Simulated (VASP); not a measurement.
Ag16P: single point with PBE+D3(BJ)

System: Ag16P, a slab with vacuum.

```xyz
17
Lattice="8.1800 0.0000 0.0000 0.0000 5.7841 0.0000 0.0000 0.0000 15.3381" Properties=species:S:1:pos:R:3 pbc="T T T"
Ag    2.0450    1.4460    1.0000
Ag    6.1350    1.4460    1.0000
Ag    2.0450    4.3381    1.0000
Ag    6.1350    4.3381    1.0000
Ag   -0.0281   -0.0097    2.3559
Ag    4.1175   -0.0096    2.3558
Ag   -0.0293    2.9004    2.3431
Ag    4.1187    2.9005    2.3431
Ag    2.0445    1.4034    3.7160
Ag    6.1340    1.4782    3.9533
Ag    2.0440    4.2808    3.9759
Ag    6.1340    4.4397    3.9840
Ag    0.1101    0.1218    5.3138
Ag    3.9779    0.1214    5.3140
Ag   -0.1490    3.0184    5.3461
Ag    4.2365    3.0181    5.3459
P     2.0436    2.1591    6.0459
```

```yaml
Program: VASP 6.6.1
Task: single point
Functional: PBE
Dispersion: D3(BJ)
Potentials_or_basis: VASP PAW PBE potentials, release 64 (Ag, P)
Cutoff: 520 eV
k_mesh: 2 × 3 × 1
Occupations: gaussian, width 0.15 eV
Spin: no spin polarisation
```

```yaml
Largest_force: 0.279 eV/Å
Band_gap_on_the_k_mesh: zero (an odd number of electrons rules out a gap without spin polarisation)
Dispersion_energy_per_atom: -0.367 eV
```

Forces in eV/Å, atoms in the order of the input:
```
Ag  -0.001  0.096 -0.150
Ag  -0.001  0.042  0.026
Ag  -0.001 -0.104  0.259
Ag  -0.001 -0.043 -0.092
Ag   0.006 -0.002 -0.007
Ag  -0.006 -0.002 -0.007
Ag   0.009  0.007  0.005
Ag  -0.009  0.007  0.005
Ag   0.001 -0.011 -0.047
Ag   0.000  0.035  0.009
Ag   0.000 -0.030  0.013
Ag   0.001  0.022  0.018
Ag   0.021  0.036 -0.010
Ag  -0.020  0.036 -0.011
Ag   0.030  0.043 -0.001
Ag  -0.029  0.044 -0.002
P    0.001 -0.176 -0.008
```

Levels at points of the mesh, in eV from the Fermi level:
| k point | band 88 | band 89 | band 90 | band 91 | band 92 | band 93 |
| --- | --- | --- | --- | --- | --- | --- |
| (0.00, 0.00, 0.00) | -1.11 | -0.35 | -0.12 | -0.09 | 0.07 | 0.53 |
| (0.50, 0.00, 0.00) | -0.52 | -0.04 | 0.14 | 0.24 | 0.31 | 0.36 |

It took 20 min on 1 thread of Intel Xeon 8259CL (shared host), peak memory 0.81 GiB.

Caveat: the k points lie up to 0.38 Å⁻¹ apart, too coarse for converged energies and pressures of a metal; there is no dipole correction, which matters where the two faces differ.
